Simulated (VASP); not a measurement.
# BaTiO3 in VASP: single point with LDA

Aim: the single point of BaTiO3 with LDA.

Everything below comes from runs of VASP 6.6.1. Logs are shortened: lines on timing, memory, paths and dates and some standing lists are left out, and cuts for length are marked.

## 1. The cell of the first run

The typed cell holds 10 atoms: a = 3.944 Å, b = 3.945 Å, c = 7.890 Å, α = 90.07°, β = 89.93°, γ = 90.07°.

## 2. Single point, LDA

The input, INCAR:

```
SYSTEM = BaTiO3
  ALGO = Normal
  EDIFF = 1E-6
  ENCUT = 600
  GGA = CA
  GGA_COMPAT = .False.
  ISIF = 2
  ISMEAR = -1
  LASPH = .True.
  LCHARG = .False.
  LREAL = .False.
  LWAVE = .False.
  NBANDS = 51
  NELM = 120
  PREC = Accurate
  SIGMA = 0.05
```

The input, KPOINTS:

```
k-points
0
Gamma
  7 7 4
  0 0 0
```

The input, POSCAR:

```
BaTiO3
1.0
   -3.9443669482     -0.0023015341      0.0023073690
    0.0023178681      0.0023661475     -3.9454195034
   -0.0046030681     -7.8904069733      0.0047108596
Ba Ti O
2 2 6
Direct
   -0.0046870712     -0.0008019873      0.4976192038
    0.9953192062      0.9991951369      0.9976245130
    0.4866686339      0.5079852285      0.2432393343
    0.4866904964      0.5080248098      0.7432390719
    0.5046066477      0.9854230771      0.2523238647
    0.5045985998     -0.0146107598      0.7523250217
    0.5046089512      0.4897192589      0.5044738427
    0.5046029701      0.4897111468      1.0044711374
    0.0088001392      0.4896900857      0.2523419804
    1.0087914267      0.4896640035      0.7523420301
```

Potentials or basis: VASP PAW LDA potentials, release 64 (Ba_sv, Ti_sv, O).

The run is started by

```
> cat potpaw_LDA.64/Ba_sv/POTCAR potpaw_LDA.64/Ti_sv/POTCAR potpaw_LDA.64/O/POTCAR > POTCAR
> mpirun -np 1 vasp_std > vasp.out
```

OUTCAR:

```text
SYSTEM = BaTiO3
   EDIFF = 1E-6
   ENCUT = 600
   GGA = CA
   ISIF = 2
   ISMEAR = -1
   LASPH = .True.
   LREAL = .False.
   NELM = 120
   PREC = Accurate

 ion  position               nearest neighbor table
   1  0.995  0.999  0.498-   9 2.74   7 2.74   5 2.74   7 2.79   5 2.79  10 2.79   6 2.79   9 2.79
                             7 2.79   6 2.84   7 2.84  10 2.84   4 3.36   4 3.40   3 3.40   4 3.40
   2  0.995  0.999  0.998-  10 2.74   8 2.74   6 2.74   8 2.79   6 2.79   9 2.79   5 2.79  10 2.79
                             8 2.79   5 2.84   8 2.84   9 2.84   3 3.36   3 3.40   4 3.40   3 3.40
   3  0.487  0.508  0.243-   5 1.89   8 1.89   9 1.89   9 2.06   7 2.06   5 2.06   2 3.36   2 3.40
                             1 3.40   2 3.40   1 3.44   2 3.44   1 3.44   1 3.48
   4  0.487  0.508  0.743-   6 1.89   7 1.89  10 1.89  10 2.06   8 2.06   6 2.06   1 3.36   1 3.40
                             2 3.40   1 3.40   2 3.44   1 3.44   2 3.44   2 3.48
   5  0.505  0.985  0.252-   3 1.89   3 2.06   1 2.74   1 2.79   2 2.79   2 2.84
   6  0.505  0.985  0.752-   4 1.89   4 2.06   2 2.74   2 2.79   1 2.79   1 2.84
   7  0.505  0.490  0.504-   4 1.89   3 2.06   1 2.74   1 2.79   1 2.79   1 2.84
   8  0.505  0.490  0.004-   3 1.89   4 2.06   2 2.74   2 2.79   2 2.79   2 2.84
   9  0.009  0.490  0.252-   3 1.89   3 2.06   1 2.74   2 2.79   1 2.79   2 2.84
  10  0.009  0.490  0.752-   4 1.89   4 2.06   2 2.74   1 2.79   2 2.79   1 2.84

  LATTYP: Found a triclinic cell.
 ALAT       =     3.9454208938
 B/A-ratio  =     1.4131954908
 C/A-ratio  =     1.9998904894
 COS(alpha) =     0.0000213609
 COS(beta)  =     0.0011970983
 COS(gamma) =     0.7067865052

  Lattice vectors:

 A1 = (   0.0023178681,   0.0023661475,  -3.9454195034)
 A2 = (  -3.9420490801,   0.0000646134,  -3.9431121344)
 A3 = (   0.0046030681,   7.8904069733,  -0.0047108596)

Analysis of symmetry for initial positions (statically):
=====================================================================
 Subroutine PRICEL returns:
 Original cell was already a primitive cell.

 Routine SETGRP: Setting up the symmetry group for a
 triclinic supercell.

 Subroutine GETGRP returns: Found  1 space group operations
 (whereof  1 operations were pure point group operations)
 out of a pool of  2 trial point group operations.

The static configuration has the point symmetry C_1 .

Analysis of symmetry for dynamics (positions and initial velocities):
=====================================================================
 Subroutine PRICEL returns:
 Original cell was already a primitive cell.

 Routine SETGRP: Setting up the symmetry group for a
 triclinic supercell.

 Subroutine GETGRP returns: Found  1 space group operations
 (whereof  1 operations were pure point group operations)
 out of a pool of  2 trial point group operations.

The dynamic configuration has the point symmetry C_1 .

 Subroutine INISYM returns: Found  1 space group operations
 (whereof  1 operations are pure point group operations),
 and found     1 'primitive' translations

----------------------------------------------------------------------------------------

                                     Primitive cell

  volume of cell :     122.7918

  direct lattice vectors                    reciprocal lattice vectors
    -3.944366948 -0.002301534  0.002307369    -0.253526281  0.000147812 -0.000148854
     0.002317868  0.002366148 -3.945419503    -0.000148180 -0.000151238 -0.253458650
    -0.004603068 -7.890406973  0.004710860     0.000073906 -0.126736264 -0.000075963

  length of vectors
     3.944368295  3.945420894  7.890409722     0.253526368  0.253458739  0.126736308

  position of ions in fractional coordinates (direct lattice)
     0.995312929  0.999198013  0.497619204
     0.995319206  0.999195137  0.997624513
     0.486668634  0.507985228  0.243239334
     0.486690496  0.508024810  0.743239072
     0.504606648  0.985423077  0.252323865
     0.504598600  0.985389240  0.752325022
     0.504608951  0.489719259  0.504473843
     0.504602970  0.489711147  0.004471137
     0.008800139  0.489690086  0.252341980
     0.008791427  0.489664004  0.752342030

  ion indices of the primitive-cell ions
   primitive index   ion index
                 1           1
                 2           2
                 3           3
                 4           4
                 5           5
                 6           6
                 7           7
                 8           8
                 9           9
                10          10

----------------------------------------------------------------------------------------

 KPOINTS: k-points

Automatic generation of k-mesh.
 Grid dimensions read from file:
 generate k-points for:    7    7    4

 Generating k-lattice:

  Cartesian coordinates                     Fractional coordinates (reciprocal lattice)
    -0.036218040  0.000021116 -0.000021265     0.142857143  0.000000000  0.000000000
    -0.000021169 -0.000021605 -0.036208379     0.000000000  0.142857143  0.000000000
     0.000018477 -0.031684066 -0.000018991    -0.000000000 -0.000000000  0.250000000

  Length of vectors
     0.036218053  0.036208391  0.031684077

  Shift w.r.t. Gamma in fractional coordinates (k-lattice)
     0.000000000  0.000000000  0.000000000

 Subroutine IBZKPT returns following result:
 ===========================================

 Found     99 irreducible k-points:

 Following reciprocal coordinates:
            Coordinates               Weight
  0.000000  0.000000  0.000000      1.000000
  0.142857 -0.000000 -0.000000      2.000000
  0.285714  0.000000 -0.000000      2.000000
  0.428571 -0.000000 -0.000000      2.000000
  0.000000  0.142857  0.000000      2.000000
  0.142857  0.142857  0.000000      2.000000
[... 16 lines left out ...]
 -0.428571  0.428571  0.000000      2.000000
 -0.285714  0.428571 -0.000000      2.000000
 [... further k-points ...]
   k-points           NKPTS =     99   k-points in BZ     NKDIM =     99   number of bands    NBANDS=     51
   number of dos      NEDOS =    301   number of ions     NIONS =     10
   total plane-waves  NPLWV =  65536
   dimension x,y,z NGX =    32 NGY =   32 NGZ =   64
   dimension x,y,z NGXF=    64 NGYF=   64 NGZF=  128
   ions per type =               2   2   6
   NGX,Y,Z   is equivalent  to a cutoff of  13.49, 13.48, 13.48 a.u.
   NGXF,Y,Z  is equivalent  to a cutoff of  26.97, 26.97, 26.97 a.u.
 SYSTEM =  BaTiO3
   PREC   = accura    normal or accurate (medium, high low for compatibility)
   ISTART =      0    job   : 0-new  1-cont  2-samecut
   ICHARG =      2    charge: 1-file 2-atom 10-const
   ISPIN  =      1    spin polarized calculation?
   LNONCOLLINEAR =      F non collinear calculations
   LSORBIT =      F    spin-orbit coupling
   LASPH  =      T    aspherical Exc in radial PAW
   ENCUT  =  600.0 eV  44.10 Ry    6.64 a.u.   7.88  7.88 15.76*2*pi/ulx,y,z
   NELM   =    120;   NELMIN=  2; NELMDL= -5     # of ELM steps
   EDIFF  = 0.1E-05   stopping-criterion for ELM
   LREAL  =      F    real-space projection
   EDIFFG = 0.1E-04   stopping-criterion for IOM
   NSW    =      0    number of steps for IOM
   IBRION =     -1    ionic relax: 0-MD 1-quasi-New 2-CG
   NFREE  =      0    steps in history (QN), initial steepest desc. (CG)
   ISIF   =      2    stress and relaxation
   ISYM   =      2    0-nonsym 1-usesym 2-fastsym
   POTIM  = 0.5000    time-step for ionic-motion
   TEBEG  =    0.0;   TEEND  =   0.0 temperature during run
   PSTRESS=    0.0 pullay stress
   NELECT =      80.0000    total number of electrons
   NUPDOWN=      -1.0000    fix difference up-down
   EMIN   =  10.00;   EMAX   =-10.00  energy-range for DOS
   EFERMI =   0.00;   METHOD = LEGACY
   ISMEAR =    -1;   SIGMA  =   0.05  broadening in eV -4-tet -1-fermi 0-gaus
   EFERMI_NEDOS =   21; number of points for ismear=-14 and -15
   IALGO  =     38    algorithm
   IMIX   =      4    mixing-type and parameters
     AMIX     =   0.40;   BMIX     =  1.00
     AMIX_MAG =   1.60;   BMIX_MAG =  1.00
  volume/ion in A,a.u.               =      12.28        82.86
  Fermi-wavevector in a.u.,A,eV,Ry     =   1.419215  2.681928 27.404482  2.014173
  Thomas-Fermi vector in A             =   2.540259
   LORBIT       =      0    0 simple, 1 ext, 2 COOP (PROOUT), +10 PAW based schemes
   GGA     = CA    functional components
   LHFCALC =     F    Hartree Fock is set to
   AEXX    =    0.0000 exact exchange contribution
   IVDW    =     0    specifies the selected vdW correction
   LEPSILON=     F    determine dielectric tensor
   LRPA    =     F    only Hartree local field effects (RPA)
 non-spin polarized calculation
  energy-cutoff  :      600.00
  volume of cell :      122.79
 maximum number of plane-waves:      4137
   NGX = 15   NGY = 15   NGZ = 31

 number of electron      80.0000014 magnetization

 Free energy of the ion-electron system (eV)
  ---------------------------------------------------
  ext. energy  EPLUGINS =         0.00000000
  ---------------------------------------------------
  free energy    TOTEN  =       -88.33148735 eV

  energy without entropy =      -88.33148735  energy(sigma->0) =      -88.33148735

 E-fermi :   4.8713     XC(G=0): -11.9536

 val. band max:        3.7973184153   @ k =  -0.4286   0.4286   0.0000
 cond. band min:       5.9219827846   @ k =   0.0000   0.0000   0.0000
 fundamental gap:      2.1246643693
 Fermi energy:         4.8713365475

 k-point     1 :       0.0000    0.0000    0.0000
  band No.  band energies     occupation
      1     -51.6958      2.00000
      2     -51.6944      2.00000
      3     -28.4280      2.00000
      4     -28.3625      2.00000
      5     -28.3619      2.00000
      6     -28.3593      2.00000
[... 43 lines left out ...]
     50       8.8042      0.00000
     51       8.8074      0.00000
[... 1240 lines left out ...]
     50      11.5501      0.00000
     51      11.6439      0.00000

 [... further k-points ...]

------------------------ aborting loop because EDIFF is reached ----------------------------------------

  FORCE on cell =-STRESS in cart. coord.  units (eV):
  Direction    XX          YY          ZZ          XY          YZ          ZX
  --------------------------------------------------------------------------------------
  -------------------------------------------------------------------------------------
  Total        1.7756520      1.7707716      1.7744225     -0.0125789      0.0126288      0.0121311
  in kB       23.1685565     23.1048783     23.1525148     -0.1641279      0.1647800      0.1582857
  external PRESSURE =      23.1419832 kB  Pullay stress =       0.0000000 kB

 VOLUME and BASIS-vectors are now :
 -----------------------------------------------------------------------------
  energy-cutoff  :      600.00
  volume of cell :      122.79
      direct lattice vectors                 reciprocal lattice vectors
    -3.944366948 -0.002301534  0.002307369    -0.253526281  0.000147812 -0.000148854
     0.002317868  0.002366148 -3.945419503    -0.000148180 -0.000151238 -0.253458650
    -0.004603068 -7.890406973  0.004710860     0.000073906 -0.126736264 -0.000075963

 POSITION                                       TOTAL-FORCE (eV/Angst)
 -----------------------------------------------------------------------------------
     -3.92585     -3.92634     -3.93761        -0.020301     -0.020542      0.020775
     -3.92818     -7.87159     -3.93525        -0.020057     -0.019982      0.020832
     -1.91954     -1.91918     -2.00195        -0.049192     -0.049457      0.050334
     -1.92193     -5.86438     -1.99975        -0.048743     -0.049720      0.051257
     -1.98923     -1.98977     -3.88555         0.007989      0.007645     -0.054000
     -1.99150     -5.93498     -3.88307         0.007837      0.007650     -0.055004
     -1.99155     -3.98051     -1.92861         0.008248      0.054798     -0.008403
     -1.98922     -0.03528     -1.93093         0.008082      0.053917     -0.008629
     -0.03474     -1.98994     -1.93082         0.053130      0.007837     -0.008481
     -0.03700     -5.93515     -1.92837         0.053008      0.007854     -0.008680
 -----------------------------------------------------------------------------------
    total drift:                               -0.001087     -0.000940     -0.001057

  FREE ENERGIE OF THE ION-ELECTRON SYSTEM (eV)
  ---------------------------------------------------
  free  energy   TOTEN  =       -88.3314873541 eV

  energy  without entropy=      -88.3314873539  energy(sigma->0) =      -88.33148735
```

Run time: 11 min. Hardware: 1 thread of Intel Xeon Platinum 8488C (Sapphire Rapids), shared host; peak memory 0.65 GiB.

Results:

```
Free energy            : -88.3315 eV
Pressure               : 2.3 GPa
Largest force          : 0.086 eV/Å
Band gap on the k mesh : 2.12 eV
```

Forces on the atoms (eV/Å):
```
Ba  -0.020 -0.021  0.021
Ba  -0.020 -0.020  0.021
Ti  -0.049 -0.049  0.050
Ti  -0.049 -0.050  0.051
O    0.008  0.008 -0.054
O    0.008  0.008 -0.055
O    0.008  0.055 -0.008
O    0.008  0.054 -0.009
O    0.053  0.008 -0.008
O    0.053  0.008 -0.009
```

Levels at points of the mesh, in eV from the valence-band top:
| k point | band 38 | band 39 | band 40 | band 41 | band 42 | band 43 |
| --- | --- | --- | --- | --- | --- | --- |
| (0.00, 0.00, 0.00) | -0.31 | -0.20 | -0.20 | 2.12 | 2.13 | 2.24 |
| (0.00, 0.00, 0.50) | -0.54 | -0.50 | -0.50 | 2.23 | 2.23 | 3.03 |

Caveat: spin-orbit coupling is left out, which moves the levels of the heavy elements. A k mesh can miss the band edges.
